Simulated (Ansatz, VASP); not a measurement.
## Two plane-wave programs on NbH2

INCAR

```
PREC = Accurate
ENCUT = 520
EDIFF = 1E-6
ISMEAR = 0
SIGMA = 0.1
LREAL = False
LASPH = True
NELM = 60
ALGO = Normal
ISIF = 2
LWAVE = False
LCHARG = True
GGA = PS
LELF = True
LVHAR = True
NBANDS = 24
```

The input KPOINTS:

```
regular mesh
0
Gamma
  12 12 8
```

File POSCAR:

```
NbH2
1.0
    2.1573218962      2.1573218962      0.0000000000
   -2.1573218962      2.1573218962      0.0000000000
    0.0000000000      0.0000000000      4.3146437925
Nb H
2 4
Direct
    0.0000000000      0.0000000000      0.0000000000
    0.5000000000      0.5000000000      0.5000000000
    0.0000000000      0.5000000000      0.7500000000
    0.5000000000      0.0000000000      0.7500000000
    0.5000000000      0.0000000000      0.2500000000
    0.0000000000      0.5000000000      0.2500000000
```

Input for Ansatz:

```yaml
crystal:
  lattice:
    - [2.1573218962, 2.1573218962, 0.0]
    - [-2.1573218962, 2.1573218962, 0.0]
    - [0.0, 0.0, 4.3146437925]
  atoms:
    - { symbol: Nb, position: [0.0, 0.0, 0.0] }
    - { symbol: Nb, position: [0.5, 0.5, 0.5] }
    - { symbol: H, position: [0.0, 0.5, 0.75] }
    - { symbol: H, position: [0.5, 0.0, 0.75] }
    - { symbol: H, position: [0.5, 0.0, 0.25] }
    - { symbol: H, position: [0.0, 0.5, 0.25] }
basis:
  ecutwfc: 420
kpoints:
  mp_grid: { grid: [12, 12, 8] }
hamiltonian:
  xc: pbesol
scf:
  occupations: { method: gaussian, width: 0.1 }
output:
  forces: true
  stress: true
  eigenvalues: true
```

Change from the starting cell: equal strain along all axes, cell held, atoms relaxed: -4.5 %.

Alike in both runs: task single point; functional PBEsol; k mesh 12 × 12 × 8; occupations gaussian, width 0.1 eV; no spin polarisation.

|  | VASP | Ansatz |
| --- | --- | --- |
| version | VASP 6.6.1 | Ansatz 0.2.0 |
| potentials or method | VASP PAW PBE potentials, release 64 (Nb_sv, H), cutoff 520 eV | scalar-relativistic, plane waves, PAW |
| valence electrons in the cell | 30 | 30 |

```tsv
	VASP	Ansatz	Ansatz less VASP
gap on the k mesh at the Fermi level (eV)	none	none	-
pressure (GPa)	34.4	35.1	+0.64
```

VASP's potentials were made for PBE, not for PBEsol. A gap of «none» marks a metal or a gap that the smearing closes. Both programs put the cell under a high pressure, so it lies far from rest at this level.
